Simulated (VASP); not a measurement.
# MgS (pbe) (Fm-3m) in VASP: notebook

Runs on MgS (pbe). Level: PBE. Tasks: single point, relaxation of cell and atoms.

Everything below comes from runs of VASP 6.6.1. Logs are shortened: lines on timing, memory, paths and dates and some standing lists are left out, and cuts for length are marked.

**1. The cell of the first run**

Symmetry: Fm-3m, No. 225, cubic system. The conventional cell has a = 5.230 Å, b = 5.230 Å, c = 5.230 Å, α = 90.00°, β = 90.00°, γ = 90.00°. Within 3.4 Å of Mg (site symmetry m-3m) lie 6 S at 2.62 Å. Within 3.4 Å of S (site symmetry m-3m) lie 6 Mg at 2.62 Å.

**2. Single point, PBE**

Input file INCAR:

```
SYSTEM = MgS
  PREC = Accurate
  ENCUT = 600
  EDIFF = 1E-6
  ISMEAR = 0
  SIGMA = 0.02
  LREAL = .False.
  LASPH = .True.
  NELM = 120
  ALGO = Normal
  ISIF = 2
  LWAVE = .False.
  LCHARG = .False.
  GGA = PE
  NBANDS = 11
  GGA_COMPAT = .False.
```

Input file KPOINTS:

```
regular mesh
0
Gamma
  6 6 6
  0 0 0
```

Input file POSCAR:

```
MgS
1.0
    0.0000000000      2.6151106197      2.6151106197
    2.6151106197      0.0000000000      2.6151106197
    2.6151106197      2.6151106197      0.0000000000
Mg S
1 1
Direct
    0.0000000000      0.0000000000      0.0000000000
    0.5000000000      0.5000000000      0.5000000000
```

Potentials or basis: VASP PAW PBE potentials, release 64 (Mg, S).

Started as:

```console
$ cat potpaw_PBE.64/Mg/POTCAR potpaw_PBE.64/S/POTCAR > POTCAR
$ mpirun -np 1 vasp_std > vasp.out
```

OUTCAR:

```text
SYSTEM = MgS
   PREC = Accurate
   ENCUT = 600
   EDIFF = 1E-6
   ISMEAR = 0
   LREAL = .False.
   LASPH = .True.
   NELM = 120
   ISIF = 2
   GGA = PE

 ion  position               nearest neighbor table
   1  0.000  0.000  0.000-   2 2.62   2 2.62   2 2.62   2 2.62   2 2.62   2 2.62
   2  0.500  0.500  0.500-   1 2.62   1 2.62   1 2.62   1 2.62   1 2.62   1 2.62

  LATTYP: Found a face centered cubic cell.
 ALAT       =     5.2302212394

  Lattice vectors:

 A1 = (   0.0000000000,   2.6151106197,   2.6151106197)
 A2 = (   2.6151106197,   0.0000000000,   2.6151106197)
 A3 = (   2.6151106197,   2.6151106197,   0.0000000000)

Analysis of symmetry for initial positions (statically):
=====================================================================
 Subroutine PRICEL returns:
 Original cell was already a primitive cell.

 Routine SETGRP: Setting up the symmetry group for a
 face centered cubic supercell.

 Subroutine GETGRP returns: Found 48 space group operations
 (whereof 48 operations were pure point group operations)
 out of a pool of 48 trial point group operations.

The static configuration has the point symmetry O_h .

Analysis of symmetry for dynamics (positions and initial velocities):
=====================================================================
 Subroutine PRICEL returns:
 Original cell was already a primitive cell.

 Routine SETGRP: Setting up the symmetry group for a
 face centered cubic supercell.

 Subroutine GETGRP returns: Found 48 space group operations
 (whereof 48 operations were pure point group operations)
 out of a pool of 48 trial point group operations.

The dynamic configuration has the point symmetry O_h .

 Subroutine INISYM returns: Found 48 space group operations
 (whereof 48 operations are pure point group operations),
 and found     1 'primitive' translations

----------------------------------------------------------------------------------------

                                     Primitive cell

  volume of cell :      35.7685

  direct lattice vectors                    reciprocal lattice vectors
     0.000000000  2.615110620  2.615110620    -0.191196501  0.191196501  0.191196501
     2.615110620  0.000000000  2.615110620     0.191196501 -0.191196501  0.191196501
     2.615110620  2.615110620  0.000000000     0.191196501  0.191196501 -0.191196501

  length of vectors
     3.698324905  3.698324905  3.698324905     0.331162054  0.331162054  0.331162054

  position of ions in fractional coordinates (direct lattice)
     0.000000000  0.000000000  0.000000000
     0.500000000  0.500000000  0.500000000

  ion indices of the primitive-cell ions
   primitive index   ion index
                 1           1
                 2           2

----------------------------------------------------------------------------------------

 KPOINTS: regular mesh

Automatic generation of k-mesh.
 Grid dimensions read from file:
 generate k-points for:    6    6    6

 Generating k-lattice:

  Cartesian coordinates                     Fractional coordinates (reciprocal lattice)
    -0.031866083  0.031866083  0.031866083     0.166666667  0.000000000  0.000000000
     0.031866083 -0.031866083  0.031866083     0.000000000  0.166666667  0.000000000
     0.031866083  0.031866083 -0.031866083     0.000000000  0.000000000  0.166666667

  Length of vectors
     0.055193676  0.055193676  0.055193676

  Shift w.r.t. Gamma in fractional coordinates (k-lattice)
     0.000000000  0.000000000  0.000000000

 Subroutine IBZKPT returns following result:
 ===========================================

 Found     16 irreducible k-points:

 Following reciprocal coordinates:
            Coordinates               Weight
  0.000000  0.000000  0.000000      1.000000
  0.166667  0.000000  0.000000      8.000000
  0.333333  0.000000  0.000000      8.000000
  0.500000  0.000000  0.000000      4.000000
  0.166667  0.166667  0.000000      6.000000
  0.333333  0.166667  0.000000     24.000000
[... 8 lines left out ...]
 -0.333333  0.333333  0.166667     24.000000
 -0.333333  0.500000  0.166667     12.000000
   k-points           NKPTS =     16   k-points in BZ     NKDIM =     16   number of bands    NBANDS=     11
   number of dos      NEDOS =    301   number of ions     NIONS =      2
   total plane-waves  NPLWV =  27000
   dimension x,y,z NGX =    30 NGY =   30 NGZ =   30
   dimension x,y,z NGXF=    60 NGYF=   60 NGZF=   60
   ions per type =               1   1
   NGX,Y,Z   is equivalent  to a cutoff of  13.49, 13.49, 13.49 a.u.
   NGXF,Y,Z  is equivalent  to a cutoff of  26.97, 26.97, 26.97 a.u.
 SYSTEM =  MgS
   PREC   = accura    normal or accurate (medium, high low for compatibility)
   ISTART =      0    job   : 0-new  1-cont  2-samecut
   ICHARG =      2    charge: 1-file 2-atom 10-const
   ISPIN  =      1    spin polarized calculation?
   LNONCOLLINEAR =      F non collinear calculations
   LSORBIT =      F    spin-orbit coupling
   LASPH  =      T    aspherical Exc in radial PAW
   ENCUT  =  600.0 eV  44.10 Ry    6.64 a.u.   7.39  7.39  7.39*2*pi/ulx,y,z
   NELM   =    120;   NELMIN=  2; NELMDL= -5     # of ELM steps
   EDIFF  = 0.1E-05   stopping-criterion for ELM
   LREAL  =      F    real-space projection
   EDIFFG = 0.1E-04   stopping-criterion for IOM
   NSW    =      0    number of steps for IOM
   IBRION =     -1    ionic relax: 0-MD 1-quasi-New 2-CG
   NFREE  =      0    steps in history (QN), initial steepest desc. (CG)
   ISIF   =      2    stress and relaxation
   ISYM   =      2    0-nonsym 1-usesym 2-fastsym
   POTIM  = 0.5000    time-step for ionic-motion
   TEBEG  =    0.0;   TEEND  =   0.0 temperature during run
   PSTRESS=    0.0 pullay stress
   NELECT =       8.0000    total number of electrons
   NUPDOWN=      -1.0000    fix difference up-down
   EMIN   =  10.00;   EMAX   =-10.00  energy-range for DOS
   EFERMI =   0.00;   METHOD = LEGACY
   ISMEAR =     0;   SIGMA  =   0.02  broadening in eV -4-tet -1-fermi 0-gaus
   EFERMI_NEDOS =   21; number of points for ismear=-14 and -15
   IALGO  =     38    algorithm
   IMIX   =      4    mixing-type and parameters
     AMIX     =   0.40;   BMIX     =  1.00
     AMIX_MAG =   1.60;   BMIX_MAG =  1.00
  volume/ion in A,a.u.               =      17.88       120.69
  Fermi-wavevector in a.u.,A,eV,Ry     =   0.993737  1.877891 13.435931  0.987513
  Thomas-Fermi vector in A             =   2.125639
   LORBIT       =      0    0 simple, 1 ext, 2 COOP (PROOUT), +10 PAW based schemes
   GGA     = PE    functional components
   LHFCALC =     F    Hartree Fock is set to
   AEXX    =    0.0000 exact exchange contribution
   IVDW    =     0    specifies the selected vdW correction
   LEPSILON=     F    determine dielectric tensor
   LRPA    =     F    only Hartree local field effects (RPA)
 non-spin polarized calculation
 Gauss-broadening in eV      SIGMA  =   0.02
  energy-cutoff  :      600.00
  volume of cell :       35.77
 maximum number of plane-waves:      1243
 NGX is ok and might be reduce to    30
   NGX = 15   NGY = 15   NGZ = 15

 number of electron       7.9999999 magnetization

 Free energy of the ion-electron system (eV)
  ---------------------------------------------------
  ext. energy  EPLUGINS =         0.00000000
  ---------------------------------------------------
  free energy    TOTEN  =        -8.50068650 eV

  energy without entropy =       -8.50068650  energy(sigma->0) =       -8.50068650

 E-fermi :   3.7490     XC(G=0):  -9.6239

 val. band max:        3.5904493160   @ k =   0.0000   0.0000   0.0000
 cond. band min:       6.3300054649   @ k =   0.5000   0.5000   0.0000
 fundamental gap:      2.7395561488
 Fermi energy:         3.7490453479

 k-point     1 :       0.0000    0.0000    0.0000
  band No.  band energies     occupation
      1      -8.9891      2.00000
      2       3.5904      2.00000
      3       3.5904      2.00000
      4       3.5904      2.00000
      5       7.1787      0.00000
      6      11.5526      0.00000
      7      11.5526      0.00000
      8      11.5526      0.00000
      9      13.9206      0.00000
     10      13.9206      0.00000
     11      16.0905      0.00000

 k-point     2 :       0.1667    0.0000    0.0000
  band No.  band energies     occupation
      1      -8.7321      2.00000
      2       1.9802      2.00000
      3       3.4272      2.00000
      4       3.4272      2.00000
      5       8.2965      0.00000
      6      11.2237      0.00000
      7      11.7977      0.00000
      8      11.7977      0.00000
      9      13.2108      0.00000
     10      13.2108      0.00000
     11      15.9064      0.00000

 k-point     3 :       0.3333    0.0000    0.0000
  band No.  band energies     occupation
      1      -8.1143      2.00000
      2      -0.1912      2.00000
      3       3.1437      2.00000
      4       3.1437      2.00000
      5       8.3382      0.00000
      6      10.9087      0.00000
      7      10.9087      0.00000
      8      12.7932      0.00000
      9      15.0624      0.00000
     10      15.0631      0.00000
     11      15.0631      0.00000

 k-point     4 :       0.5000    0.0000    0.0000
  band No.  band energies     occupation
      1      -7.7226      2.00000
      2      -1.1579      2.00000
      3       3.0187      2.00000
      4       3.0187      2.00000
      5       8.1151      0.00000
      6      10.4772      0.00000
      7      10.4772      0.00000
      8      13.5327      0.00000
      9      15.6585      0.00000
     10      17.9158      0.00000
     11      17.9158      0.00000

 k-point     5 :       0.1667    0.1667    0.0000
  band No.  band energies     occupation
      1      -8.6487      2.00000
      2       2.0710      2.00000
      3       3.0729      2.00000
      4       3.0729      2.00000
      5       8.7973      0.00000
      6      10.1285      0.00000
      7      11.4530      0.00000
      8      12.6513      0.00000
      9      12.6513      0.00000
     10      14.3749      0.00000
     11      17.6034      0.00000
[... 99 lines left out ...]
 k-point    13 :       0.5000    0.5000    0.0000
  band No.  band energies     occupation
      1      -7.3634      2.00000
      2      -0.5225      2.00000
      3       1.9423      2.00000
      4       1.9423      2.00000
      5       6.3300      0.00000
      6       8.0307      0.00000
      7      15.4422      0.00000
      8      16.3635      0.00000
      9      16.8017      0.00000
     10      16.8017      0.00000
     11      19.3607      0.00000

 k-point    14 :       0.5000    0.3333    0.1667
  band No.  band energies     occupation
      1      -7.6951      2.00000
      2      -0.0355      2.00000
      3       1.4481      2.00000
      4       2.3873      2.00000
      5       8.8207      0.00000
      6      10.2158      0.00000
      7      10.8539      0.00000
      8      13.3325      0.00000
      9      15.0734      0.00000
     10      18.3219      0.00000
     11      18.7891      0.00000

 k-point    15 :      -0.3333    0.3333    0.1667
  band No.  band energies     occupation
      1      -7.4300      2.00000
      2      -0.2611      2.00000
      3       0.9351      2.00000
      4       2.0399      2.00000
      5       8.8656      0.00000
      6      10.2748      0.00000
      7      12.2276      0.00000
      8      12.4576      0.00000
      9      15.7419      0.00000
     10      17.3428      0.00000
     11      19.2018      0.00000

 k-point    16 :      -0.3333    0.5000    0.1667
  band No.  band energies     occupation
      1      -7.3313      2.00000
      2      -0.0857      2.00000
      3       1.0659      2.00000
      4       1.4181      2.00000
      5       7.9468      0.00000
      6       9.8230      0.00000
      7      12.6750      0.00000
      8      13.3238      0.00000
      9      17.2350      0.00000
     10      18.4936      0.00000
     11      18.9289      0.00000

------------------------ aborting loop because EDIFF is reached ----------------------------------------

  FORCE on cell =-STRESS in cart. coord.  units (eV):
  Direction    XX          YY          ZZ          XY          YZ          ZX
  --------------------------------------------------------------------------------------
  -------------------------------------------------------------------------------------
  Total       -0.0598097     -0.0598097     -0.0598097      0.0000000      0.0000000     -0.0000000
  in kB       -2.6790583     -2.6790583     -2.6790583      0.0000000      0.0000000     -0.0000000
  external PRESSURE =      -2.6790583 kB  Pullay stress =       0.0000000 kB

 VOLUME and BASIS-vectors are now :
 -----------------------------------------------------------------------------
  energy-cutoff  :      600.00
  volume of cell :       35.77
      direct lattice vectors                 reciprocal lattice vectors
     0.000000000  2.615110620  2.615110620    -0.191196501  0.191196501  0.191196501
     2.615110620  0.000000000  2.615110620     0.191196501 -0.191196501  0.191196501
     2.615110620  2.615110620  0.000000000     0.191196501  0.191196501 -0.191196501

 POSITION                                       TOTAL-FORCE (eV/Angst)
 -----------------------------------------------------------------------------------
      0.00000      0.00000      0.00000        -0.000000     -0.000000     -0.000000
      2.61511      2.61511      2.61511         0.000000      0.000000      0.000000
 -----------------------------------------------------------------------------------
    total drift:                               -0.000000     -0.000000      0.000000

  FREE ENERGIE OF THE ION-ELECTRON SYSTEM (eV)
  ---------------------------------------------------
  free  energy   TOTEN  =        -8.5006864982 eV

  energy  without entropy=       -8.5006864982  energy(sigma->0) =       -8.50068650
```

It took 14 s on 1 thread of AMD EPYC 7R13, shared host; peak memory 0.14 GiB.

What came out:

| Quantity | Value |
| --- | --- |
| Free energy | -8.5007 eV |
| Pressure | -0.3 GPa |
| Band gap on the k mesh | 2.74 eV, indirect (least direct gap 3.59 eV) |

Levels at points of the mesh, in eV from the valence-band top:
```tsv
k point	band 2	band 3	band 4	band 5	band 6	band 7
(0.00, 0.00, 0.00)	0.00	0.00	0.00	3.59	7.96	7.96
(0.50, 0.00, 0.00)	-4.75	-0.57	-0.57	4.52	6.89	6.89
(0.50, 0.50, 0.00)	-4.11	-1.65	-1.65	2.74	4.44	11.85
```

A k mesh can miss the band edges. PBE gaps usually lie below the measured ones, often by a third to a half.

**3. Single point, PBE**

Input file INCAR:

```
SYSTEM = MgS
PREC = Accurate
ENCUT = 600
EDIFF = 1E-6
ISMEAR = 0
SIGMA = 0.01
LREAL = .False.
LASPH = .True.
NELM = 120
ALGO = Normal
ISIF = 2
LWAVE = .False.
LCHARG = .False.
GGA = PE
NBANDS = 11
GGA_COMPAT = .False.
```

KPOINTS is that of step 2.

POSCAR is that of step 2.

Potentials or basis: VASP PAW PBE potentials, release 64 (Mg, S).

Started as:

```console
$ cat potpaw_PBE.64/Mg/POTCAR potpaw_PBE.64/S/POTCAR > POTCAR
$ mpirun -np 1 vasp_std > vasp.out
```

It took 13 s on 1 thread of AMD EPYC 7R13, shared host; peak memory 0.13 GiB.

It converged, with:

| Quantity | Value |
| --- | --- |
| Free energy | -8.5007 eV |
| Pressure | -0.3 GPa |
| Band gap on the k mesh | 2.74 eV, indirect (least direct gap 3.59 eV) |

Levels at points of the mesh, in eV from the valence-band top:
```tsv
k point	band 1	band 2	band 3	band 4	band 5	band 6	band 7	band 8	band 9
(0.00, 0.00, 0.00)	-12.58	0.00	0.00	0.00	3.59	7.96	7.96	7.96	10.33
(0.50, 0.00, 0.00)	-11.31	-4.75	-0.57	-0.57	4.52	6.89	6.89	9.94	12.07
(0.50, 0.50, 0.00)	-10.95	-4.11	-1.65	-1.65	2.74	4.44	11.85	12.77	13.21
```

A k mesh can miss the band edges. As with any semilocal functional, this PBE gap is likely too small.

(Continued in part 2 of 2.)
